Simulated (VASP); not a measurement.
Here is a VASP 6.6.1 calculation.

File INCAR:

```
PREC     = Accurate       # precision mode
ENCUT    = 600            # plane-wave cutoff, eV
EDIFF    = 1E-7           # SCF threshold, eV
ISMEAR   = -1             # smearing method
SIGMA    = 0.1            # smearing width, eV
LREAL    = False          # projectors in reciprocal space
LASPH    = True           # aspherical terms in the spheres
NELM     = 60             # most SCF steps
ALGO     = Normal         # electronic algorithm
ISIF     = 3              # what is computed and relaxed
LWAVE    = False          # write WAVECAR
LCHARG   = False          # write CHGCAR
GGA      = PE             # functional
IBRION   = 2              # ionic algorithm
NSW      = 60             # ionic steps
EDIFFG   = -0.005         # ionic threshold
PSTRESS  = 1000.0
```

Contents of KPOINTS:

```
Automatic mesh
0
Gamma
  13 13 7
```

File POSCAR:

```
SiC
1.0
    2.6880113087      0.0000000000      0.0000000000
   -1.3440056543      2.3278860790      0.0000000000
    0.0000000000      0.0000000000      4.1664175284
Si C
2 2
Direct
    0.0000000000      0.0000000000      0.0000000000
    0.0000000000      0.0000000000      0.5000000000
    0.3333333333      0.6666666667      0.2500000000
    0.6666666667      0.3333333333      0.7500000000
```

Potentials or basis: VASP PAW PBE potentials, release 64 (Si, C).

Command:

```sh
$ cat potpaw_PBE.64/Si/POTCAR potpaw_PBE.64/C/POTCAR > POTCAR
$ mpirun -np 1 vasp_std > vasp.out
```

**Question.** Predict the space group after relaxing (to 0.1 Å).

**Answer.** P6_3/mmc (No. 194).

**Question.** Estimate the relaxed volume.

**Answer.** 6.64 Å³/atom.

**Question.** Predict the relaxed cell.

**Answer.** a = 2.634 Å, b = 2.634 Å, c = 4.424 Å, α = 90.00°, β = 90.00°, γ = 120.00°.

Final structure:
```
Si C
1.0
     2.63382    0.00000    0.00000
    -1.31691    2.28096    0.00000
     0.00000    0.00000    4.42351
Si C
2 2
Direct
  0.00000 0.00000 0.00000
  0.00000 0.00000 0.50000
  0.33333 0.66667 0.25000
  0.66667 0.33333 0.75000
```

Caveat: the cell is relaxed towards a set pressure, so the run minimises the enthalpy, not the energy.
